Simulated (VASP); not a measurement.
# In2Ga3As3 (P3m1) in VASP: relaxation of cell and atoms with PBE

Aim: the relaxation of cell and atoms of In2Ga3As3 with PBE.

Program: VASP 6.6.1. These are calculated values, not measurements. Logs are shortened: lines on timing, memory, paths and dates and some standing lists are left out, and cuts for length are marked.

**1. The cell of the first run**

It takes space group P3m1 (No. 156, trigonal). Conventional cell: a = 4.006 Å, b = 4.006 Å, c = 15.003 Å, α = 90.00°, β = 90.00°, γ = 120.00°. In (site symmetry 3m) has 3 Ga at 3.18 Å and 1 As at 3.19 Å and 9 In at 3.30 to 4.01 Å within 4.2 Å. Within 3.6 Å of In (site symmetry 3m) lie 1 As at 2.77 Å and 3 In at 3.30 Å. Within 3.2 Å of Ga (site symmetry 3m) lie 4 As at 2.46 to 2.51 Å. Within 3.3 Å of Ga (site symmetry 3m) lie 3 As at 2.52 Å and 3 In at 3.18 Å. Ga (site symmetry 3m) has 4 As at 2.47 to 2.49 Å within 3.3 Å. Within 3.3 Å of As (site symmetry 3m) lie 4 Ga at 2.51 to 2.52 Å and 1 In at 3.19 Å. Within 3.2 Å of As (site symmetry 3m) lie 4 Ga at 2.46 to 2.49 Å. As (site symmetry 3m) has 3 Ga at 2.47 Å and 1 In at 2.77 Å within 3.3 Å.

**2. Relaxation of cell and atoms, PBE**

INCAR reads:

```
SYSTEM = In2Ga3As3
PREC = Accurate ; ENCUT = 600
EDIFF = 1E-6 ; ISMEAR = 0
SIGMA = 0.1 ; LREAL = .False.
LASPH = .True. ; NELM = 100
ALGO = Fast ; ISIF = 3
LWAVE = .False. ; LCHARG = .False.
GGA = PE ; IBRION = 2
NSW = 100 ; EDIFFG = -0.01
```

KPOINTS reads:

```
Automatic mesh
0
Gamma
  12 12 2
  0 0 0
```

POSCAR reads:

```
In2Ga3As3
1.0
    4.0058351737      0.0000000000      0.0000000000
   -2.0029175869      3.4691550238      0.0000000000
    0.0000000000      0.0000000000     15.0026079339
In Ga As
2 3 3
Direct
    0.3333333333      0.6666666667      0.8778392404
    0.0000000000      0.0000000000      0.7206296084
    0.3333333333      0.6666666667      0.2576347429
    0.0000000000      0.0000000000      0.0236119597
    0.6666666667      0.3333333333      0.4793751561
    0.3333333333      0.6666666667      0.0903426306
    0.6666666667      0.3333333333      0.3132532732
    0.0000000000      0.0000000000      0.5363133887
```

Potentials or basis: VASP PAW PBE potentials, release 64 (In_d, Ga_d, As).

The run is started by

```console
> cat potpaw_PBE.64/In_d/POTCAR potpaw_PBE.64/Ga_d/POTCAR potpaw_PBE.64/As/POTCAR > POTCAR
> mpirun -np 1 vasp_std > vasp.out
```

OUTCAR:

```text
SYSTEM = In2Ga3As3
   PREC = Accurate
   ENCUT = 600
   EDIFF = 1E-6
   ISMEAR = 0
   LREAL = .False.
   LASPH = .True.
   NELM = 100
   ISIF = 3
   GGA = PE
   IBRION = 2
   NSW = 100
   EDIFFG = -0.01

 ion  position               nearest neighbor table
   1  0.333  0.667  0.878-   4 3.18   4 3.18   4 3.18   6 3.19   2 3.30   2 3.30   2 3.30
   2  0.000  0.000  0.721-   8 2.77   1 3.30   1 3.30   1 3.30
   3  0.333  0.667  0.258-   7 2.46   7 2.46   7 2.46   6 2.51
   4  0.000  0.000  0.024-   6 2.52   6 2.52   6 2.52   1 3.18   1 3.18   1 3.18
   5  0.667  0.333  0.479-   8 2.47   8 2.47   8 2.47   7 2.49
   6  0.333  0.667  0.090-   3 2.51   4 2.52   4 2.52   4 2.52   1 3.19
   7  0.667  0.333  0.313-   3 2.46   3 2.46   3 2.46   5 2.49
   8  0.000  0.000  0.536-   5 2.47   5 2.47   5 2.47   2 2.77

  LATTYP: Found a hexagonal cell.
 ALAT       =     4.0058351737
 C/A-ratio  =     3.7451885271

  Lattice vectors:

 A1 = (   4.0058351737,   0.0000000000,   0.0000000000)
 A2 = (  -2.0029175869,   3.4691550238,   0.0000000000)
 A3 = (   0.0000000000,   0.0000000000,  15.0026079339)

Analysis of symmetry for initial positions (statically):
=====================================================================
 Subroutine PRICEL returns:
 Original cell was already a primitive cell.

 Routine SETGRP: Setting up the symmetry group for a
 hexagonal supercell.

 Subroutine GETGRP returns: Found  6 space group operations
 (whereof  6 operations were pure point group operations)
 out of a pool of 24 trial point group operations.

The static configuration has the point symmetry C_3v.

Analysis of symmetry for dynamics (positions and initial velocities):
=====================================================================
 Subroutine PRICEL returns:
 Original cell was already a primitive cell.

 Routine SETGRP: Setting up the symmetry group for a
 hexagonal supercell.

 Subroutine GETGRP returns: Found  6 space group operations
 (whereof  6 operations were pure point group operations)
 out of a pool of 24 trial point group operations.

The dynamic configuration has the point symmetry C_3v.

 Subroutine INISYM returns: Found  6 space group operations
 (whereof  6 operations are pure point group operations),
 and found     1 'primitive' translations

----------------------------------------------------------------------------------------

                                     Primitive cell

  volume of cell :     208.4892

  direct lattice vectors                    reciprocal lattice vectors
     4.005835174  0.000000000  0.000000000     0.249635833  0.144127315  0.000000000
    -2.002917587  3.469155024  0.000000000     0.000000000  0.288254631  0.000000000
     0.000000000  0.000000000 15.002607934     0.000000000  0.000000000  0.066655078

  length of vectors
     4.005835174  4.005835174 15.002607934     0.288254631  0.288254631  0.066655078

  position of ions in fractional coordinates (direct lattice)
     0.333333333  0.666666667  0.877839240
     0.000000000  0.000000000  0.720629608
     0.333333333  0.666666667  0.257634743
     0.000000000  0.000000000  0.023611960
     0.666666667  0.333333333  0.479375156
     0.333333333  0.666666667  0.090342631
     0.666666667  0.333333333  0.313253273
     0.000000000  0.000000000  0.536313389

  ion indices of the primitive-cell ions
   primitive index   ion index
                 1           1
                 2           2
                 3           3
                 4           4
                 5           5
                 6           6
                 7           7
                 8           8

----------------------------------------------------------------------------------------

 KPOINTS: Automatic mesh

Automatic generation of k-mesh.
 Grid dimensions read from file:
 generate k-points for:   12   12    2

 Generating k-lattice:

  Cartesian coordinates                     Fractional coordinates (reciprocal lattice)
     0.020802986  0.012010610  0.000000000     0.083333333  0.000000000  0.000000000
     0.000000000  0.024021219  0.000000000     0.000000000  0.083333333  0.000000000
     0.000000000  0.000000000  0.033327539     0.000000000  0.000000000  0.500000000

  Length of vectors
     0.024021219  0.024021219  0.033327539

  Shift w.r.t. Gamma in fractional coordinates (k-lattice)
     0.000000000  0.000000000  0.000000000

 Subroutine IBZKPT returns following result:
 ===========================================

 Found     38 irreducible k-points:

 Following reciprocal coordinates:
            Coordinates               Weight
  0.000000  0.000000  0.000000      1.000000
  0.083333 -0.000000  0.000000      6.000000
  0.166667  0.000000  0.000000      6.000000
  0.250000 -0.000000  0.000000      6.000000
  0.333333  0.000000  0.000000      6.000000
  0.416667 -0.000000  0.000000      6.000000
[... 16 lines left out ...]
  0.250000 -0.000000  0.500000      6.000000
  0.333333  0.000000  0.500000      6.000000
 [... further k-points ...]
   k-points           NKPTS =     38   k-points in BZ     NKDIM =     38   number of bands    NBANDS=     48
   number of dos      NEDOS =    301   number of ions     NIONS =      8
   total plane-waves  NPLWV = 122880
   dimension x,y,z NGX =    32 NGY =   32 NGZ =  120
   dimension x,y,z NGXF=    64 NGYF=   64 NGZF=  240
   ions per type =               2   3   3
   NGX,Y,Z   is equivalent  to a cutoff of  13.28, 13.28, 13.30 a.u.
   NGXF,Y,Z  is equivalent  to a cutoff of  26.56, 26.56, 26.59 a.u.
 SYSTEM =  In2Ga3As3
   PREC   = accura    normal or accurate (medium, high low for compatibility)
   ISTART =      0    job   : 0-new  1-cont  2-samecut
   ICHARG =      2    charge: 1-file 2-atom 10-const
   ISPIN  =      1    spin polarized calculation?
   LNONCOLLINEAR =      F non collinear calculations
   LSORBIT =      F    spin-orbit coupling
   LASPH  =      T    aspherical Exc in radial PAW
   ENCUT  =  600.0 eV  44.10 Ry    6.64 a.u.   8.00  8.00 29.96*2*pi/ulx,y,z
   NELM   =    100;   NELMIN=  2; NELMDL= -5     # of ELM steps
   EDIFF  = 0.1E-05   stopping-criterion for ELM
   LREAL  =      F    real-space projection
   EDIFFG = -.1E-01   stopping-criterion for IOM
   NSW    =    100    number of steps for IOM
   IBRION =      2    ionic relax: 0-MD 1-quasi-New 2-CG
   NFREE  =      1    steps in history (QN), initial steepest desc. (CG)
   ISIF   =      3    stress and relaxation
   ISYM   =      2    0-nonsym 1-usesym 2-fastsym
   POTIM  = 0.5000    time-step for ionic-motion
   TEBEG  =    0.0;   TEEND  =   0.0 temperature during run
   PSTRESS=    0.0 pullay stress
   NELECT =      80.0000    total number of electrons
   NUPDOWN=      -1.0000    fix difference up-down
   EMIN   =  10.00;   EMAX   =-10.00  energy-range for DOS
   EFERMI =   0.00;   METHOD = LEGACY
   ISMEAR =     0;   SIGMA  =   0.10  broadening in eV -4-tet -1-fermi 0-gaus
   EFERMI_NEDOS =   21; number of points for ismear=-14 and -15
   IALGO  =     68    algorithm
   IMIX   =      4    mixing-type and parameters
     AMIX     =   0.40;   BMIX     =  1.00
     AMIX_MAG =   1.60;   BMIX_MAG =  1.00
  volume/ion in A,a.u.               =      26.06       175.87
  Fermi-wavevector in a.u.,A,eV,Ry     =   1.189626  2.248066 19.255089  1.415209
  Thomas-Fermi vector in A             =   2.325729
   LORBIT       =      0    0 simple, 1 ext, 2 COOP (PROOUT), +10 PAW based schemes
   GGA     = PE    functional components
   LHFCALC =     F    Hartree Fock is set to
   AEXX    =    0.0000 exact exchange contribution
   IVDW    =     0    specifies the selected vdW correction
   LEPSILON=     F    determine dielectric tensor
   LRPA    =     F    only Hartree local field effects (RPA)
 conjugate gradient relaxation of ions
 non-spin polarized calculation
 RMM-DIIS sequential band-by-band and
 Gauss-broadening in eV      SIGMA  =   0.10
  energy-cutoff  :      600.00
  volume of cell :      208.49
 maximum number of plane-waves:      6990
   NGX = 17   NGY = 17   NGZ = 59

--------------------------------------- Ionic step        1  -------------------------------------------

 number of electron      79.9999999 magnetization

 Free energy of the ion-electron system (eV)
  ---------------------------------------------------
  ext. energy  EPLUGINS =         0.00000000
  ---------------------------------------------------
  free energy    TOTEN  =       -28.91014896 eV

  energy without entropy =      -28.89984975  energy(sigma->0) =      -28.90499935

------------------------ aborting loop because EDIFF is reached ----------------------------------------

  FORCE on cell =-STRESS in cart. coord.  units (eV):
  Direction    XX          YY          ZZ          XY          YZ          ZX
  --------------------------------------------------------------------------------------
  -------------------------------------------------------------------------------------
  Total       -0.1144132     -0.1144132      0.5481303      0.0000000      0.0000000     -0.0000000
  in kB       -0.8792311     -0.8792311      4.2122179      0.0000000      0.0000000     -0.0000000
  external PRESSURE =       0.8179186 kB  Pullay stress =       0.0000000 kB
[... 107 lines left out ...]
  FREE ENERGIE OF THE ION-ELECTRON SYSTEM (eV)
  ---------------------------------------------------
  free  energy   TOTEN  =       -28.9126496892 eV

  energy  without entropy=      -28.9024324065  energy(sigma->0) =      -28.90754105

[... ionic steps 4 to 14 ...]

--------------------------------------- Ionic step       15  -------------------------------------------

 number of electron      80.0000006 magnetization

------------------------ aborting loop because EDIFF is reached ----------------------------------------

  FORCE on cell =-STRESS in cart. coord.  units (eV):
  Direction    XX          YY          ZZ          XY          YZ          ZX
  --------------------------------------------------------------------------------------
  -------------------------------------------------------------------------------------
  Total        0.0703074      0.0703074      0.0028628     -0.0000000      0.0000000     -0.0000000
  in kB        0.5406072      0.5406072      0.0220123     -0.0000000      0.0000000     -0.0000000
  external PRESSURE =       0.3677422 kB  Pullay stress =       0.0000000 kB
[... 69 lines left out ...]
  energy  without entropy=      -28.9042091723  energy(sigma->0) =      -28.90932157

--------------------------------------- Ionic step       17  -------------------------------------------

 number of electron      80.0000006 magnetization

 Free energy of the ion-electron system (eV)
  ---------------------------------------------------
  ext. energy  EPLUGINS =         0.00000000
  ---------------------------------------------------
  free energy    TOTEN  =       -28.91451208 eV

  energy without entropy =      -28.90428881  energy(sigma->0) =      -28.90940045

 E-fermi :   4.0511     XC(G=0):  -9.3051

 val. band max:        4.0259963462   @ k =   0.4167   0.0833   0.0000
 cond. band min:       4.1284112636   @ k =   0.4167  -0.0000   0.5000
 fundamental gap:      0.1024149174
 Fermi energy:         4.0510828422

 k-point     1 :       0.0000    0.0000    0.0000
  band No.  band energies     occupation
      1     -10.7753      2.00000
      2     -10.7236      2.00000
      3     -10.7236      2.00000
      4     -10.7178      2.00000
      5     -10.7162      2.00000
      6     -10.7162      2.00000
[... 1213 lines left out ...]
     47       7.7162      0.00000
     48       8.5467      0.00000

 [... further k-points ...]
[... 5 lines left out ...]
  --------------------------------------------------------------------------------------
  -------------------------------------------------------------------------------------
  Total        0.0334523      0.0334523     -0.0208089     -0.0000000      0.0000000     -0.0000000
  in kB        0.2573155      0.2573155     -0.1600624     -0.0000000      0.0000000     -0.0000000
  external PRESSURE =       0.1181896 kB  Pullay stress =       0.0000000 kB
[... 23 lines left out ...]
  FREE ENERGIE OF THE ION-ELECTRON SYSTEM (eV)
  ---------------------------------------------------
  free  energy   TOTEN  =       -28.9145120797 eV

  energy  without entropy=      -28.9042888117  energy(sigma->0) =      -28.90940045

 reached required accuracy - stopping structural energy minimisation
```

Wall time 50 min (1 thread of AMD EPYC 9R45 (Zen 5), shared host); peak memory 0.62 GiB.

Results:

```
Free energy                           : -28.9145 eV
Relaxed volume                        : 26.04 Å³/atom
Relaxed cell                          : a = 3.997 Å, b = 3.997 Å, c = 15.053 Å, α = 90.00°, β = 90.00°, γ = 120.00°
Space group after relaxing (to 0.1 Å) : P3m1 (No. 156)
Energy gained by relaxing             : 0.5 meV/atom
Ionic steps                           : 17
Pressure after relaxing               : 0.0 GPa
Largest force after relaxing          : 0.008 eV/Å
Band gap on the k mesh                : zero (bands 40 and 41 overlap by 1.78 eV)
```

Forces in eV/Å, atoms in the order of the input:
```
In   0.000  0.000 -0.004
In   0.000  0.000  0.004
Ga   0.000  0.000  0.008
Ga   0.000  0.000 -0.007
Ga   0.000  0.000  0.005
As   0.000  0.000 -0.003
As   0.000  0.000  0.003
As   0.000  0.000 -0.006
```

The path:
```
step  energy change (eV)  largest force (eV/Å)  pressure (GPa)  volume (Å³)
   1              0.0000                0.1209            0.08       208.49
   2             -0.0023                0.0748           -0.01       208.89
   3             -0.0025                0.0595           -0.12       209.13
   4             -0.0025                0.0650           -0.09       209.07
   5             -0.0033                0.0465           -0.10       208.67
   6             -0.0034                0.0675            0.11       207.89
   7             -0.0036                0.0449            0.09       208.21
   8             -0.0036                0.0474           -0.03       208.31
   9             -0.0036                0.0402            0.08       208.24
  10             -0.0036                0.0453            0.01       208.28
  11             -0.0036                0.0393            0.07       208.26
  12             -0.0039                0.0383           -0.02       208.43
  13             -0.0040                0.0393           -0.03       208.50
  14             -0.0040                0.0409           -0.07       208.65
  15             -0.0043                0.0238            0.04       208.37
  16             -0.0043                0.0240           -0.02       208.37
  17             -0.0044                0.0079            0.01       208.29
```

Final structure:
```
CELL_PARAMETERS angstrom
3.99722 0.00000 0.00000
-1.99861 3.46169 0.00000
0.00000 0.00000 15.05307
ATOMIC_POSITIONS crystal
In 0.33333 0.66667 0.87534
In 0.00000 0.00000 0.72085
Ga 0.33333 0.66667 0.25733
Ga 0.00000 0.00000 0.02357
Ga 0.66667 0.33333 0.47976
As 0.33333 0.66667 0.09072
As 0.66667 0.33333 0.31389
As 0.00000 0.00000 0.53754
```

Caveat: spin-orbit coupling is left out, which moves the levels of the heavy elements.

The gap in the log of VASP goes by the Fermi energy; the results here count the filled bands.